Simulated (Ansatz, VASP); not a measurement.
# Two plane-wave programs on SiC5

The input POSCAR:

```
SiC5
1.0
    2.7781698927      0.0000000000      0.0000000000
   -1.3890849464      2.4059657031      0.0000000000
    0.0000000000      0.0000000000      6.8774157440
C Si
5 1
Direct
    0.0000000000      0.0000000000     -0.0279056134
    0.6666666667      0.3333333333      0.6696755148
    0.3333333333      0.6666666667      0.3656409587
    0.6666666667      0.3333333333      0.8962861346
    0.3333333333      0.6666666667      0.5929510660
    0.0000000000      0.0000000000      0.2533519394
```

INCAR.step1

```
SYSTEM = SiC5
PREC = Accurate ; ENCUT = 520
ISMEAR = 0 ; SIGMA = 0.01
LREAL = .FALSE. ; LASPH = .TRUE.
NELM = 60 ; NBANDS = 21
GGA = PE ; ALGO = Normal
EDIFF = 1E-4 ; LWAVE = .TRUE.
LCHARG = .FALSE.
```

The input INCAR.step2:

```
SYSTEM = SiC5
PREC = Accurate ; ENCUT = 520
EDIFF = 1E-6 ; ISMEAR = 0
SIGMA = 0.01 ; LREAL = .FALSE.
LASPH = .TRUE. ; NELM = 60
ALGO = Normal ; ISIF = 2
LWAVE = .FALSE. ; LCHARG = .FALSE.
METAGGA = R2SCAN ; LMIXTAU = .TRUE.
NBANDS = 21 ; ISTART = 1
```

KPOINTS

```
regular mesh
0
G
  9 9 4
  0 0 0
```

Input for Ansatz:

```yaml
crystal:
  lattice:
    - [2.7781698927, 0.0, 0.0]
    - [-1.3890849464, 2.4059657031, 0.0]
    - [0.0, 0.0, 6.877415744]
  atoms:
    - { symbol: C, position: [0.0, 0.0, -0.0279056134] }
    - { symbol: C, position: [0.6666666667, 0.3333333333, 0.6696755148] }
    - { symbol: C, position: [0.3333333333, 0.6666666667, 0.3656409587] }
    - { symbol: C, position: [0.6666666667, 0.3333333333, 0.8962861346] }
    - { symbol: C, position: [0.3333333333, 0.6666666667, 0.592951066] }
    - { symbol: Si, position: [0.0, 0.0, 0.2533519394] }
kpoints:
  mp_grid: { grid: [9, 9, 4] }
hamiltonian:
  xc: r2scan
scf:
  occupations: { method: fixed }
  n_extra_bands: 5
output:
  forces: true
  stress: true
  eigenvalues: true
```

Alike in both runs: task single point; functional r2SCAN; k mesh 9 × 9 × 4; no spin polarisation.

|  | VASP | Ansatz |
| --- | --- | --- |
| version | VASP 6.6.1 | Ansatz 0.2.0 |
| potentials or method | VASP PAW PBE potentials, release 64 (C, Si) | plane waves, PAW |
| plane-wave cutoff (eV) | 520 | 500 |
| occupations | gaussian, width 0.01 eV | fixed |
| valence electrons in the cell | 24 | 24 |

```csv
,VASP,Ansatz,Ansatz less VASP
gap on the k mesh at the Fermi level (eV),1.84,1.84,-0.003
pressure (GPa),-17.1,-17.3,-0.23
"traceless stress, the component that is largest in VASP (GPa)",-1.83,-1.70,+0.132
rms of the force components (eV/Å),0.181,0.173,-0.0087
```

VASP's potentials were made for PBE, not for r2SCAN. Atom by atom the forces differ by 0.024 eV/Å (rms over components).
